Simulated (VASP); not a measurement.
Input of a VASP 6.6.1 run:

POSCAR

```
Ti3Al5
1.0
    3.7033725143      0.0000000000      0.0000000000
    0.0000000000      3.7033725143      0.0000000000
    0.0000000000      0.0000000000      8.7411785407
Ti Al
3 5
Direct
    0.0000000000      0.0000000000      0.5000000000
    0.5000000000      0.5000000000      0.0000000000
    0.5000000000      0.5000000000      0.5000000000
    0.0000000000      0.5000000000      0.2513308222
    0.0000000000      0.5000000000      0.7486691778
    0.5000000000      0.0000000000      0.2513308222
    0.5000000000      0.0000000000      0.7486691778
    0.0000000000      0.0000000000      0.0000000000
```

INCAR.step1

```
SYSTEM = Ti3Al5
  PREC = Accurate
  ENCUT = 520
  ISMEAR = 0
  SIGMA = 0.15
  LREAL = .FALSE.
  LASPH = .TRUE.
  NELM = 100
  NBANDS = 36
  GGA = PE
  ALGO = Normal
  EDIFF = 1E-4
  LWAVE = .TRUE.
  LCHARG = .FALSE.
```

The input INCAR.step2:

```
SYSTEM = Ti3Al5
  PREC = Accurate
  ENCUT = 520
  EDIFF = 1E-6
  ISMEAR = 0
  SIGMA = 0.15
  LREAL = .FALSE.
  LASPH = .TRUE.
  NELM = 100
  ALGO = Normal
  ISIF = 2
  LWAVE = .FALSE.
  LCHARG = .TRUE.
  METAGGA = R2SCAN
  LMIXTAU = .TRUE.
  LELF = .TRUE.
  LVHAR = .TRUE.
  NBANDS = 36
  ISTART = 1
```

File KPOINTS:

```
Automatic mesh
0
G
  10 10 6
  0 0 0
```

Potentials or basis: VASP PAW PBE potentials, release 64 (Ti_sv, Al).

Run with:

```sh
$ cat potpaw_PBE.64/Ti_sv/POTCAR potpaw_PBE.64/Al/POTCAR > POTCAR
$ cp INCAR.step1 INCAR
$ mpirun -np 1 vasp_std > vasp.out
$ cp INCAR.step2 INCAR
$ mpirun -np 1 vasp_std > vasp.out
```

Estimate the band gap on the k mesh.

zero (an odd number of electrons rules out a gap without spin polarisation).

Estimate the largest force.

0.092 eV/Å.

Estimate the pressure.

7.8 GPa.

Stress tensor (GPa, compression positive):
```
14.11  0.00  0.00
 0.00 14.11  0.00
 0.00  0.00 -4.87
```

Caveat: the cell differs from its parent crystal (strain -0.050 along x and y, +0.050 along z); the stress differs along the axes, from -5 to 14 GPa; the PAW data sets were made with another functional, which shifts forces and pressure a little.
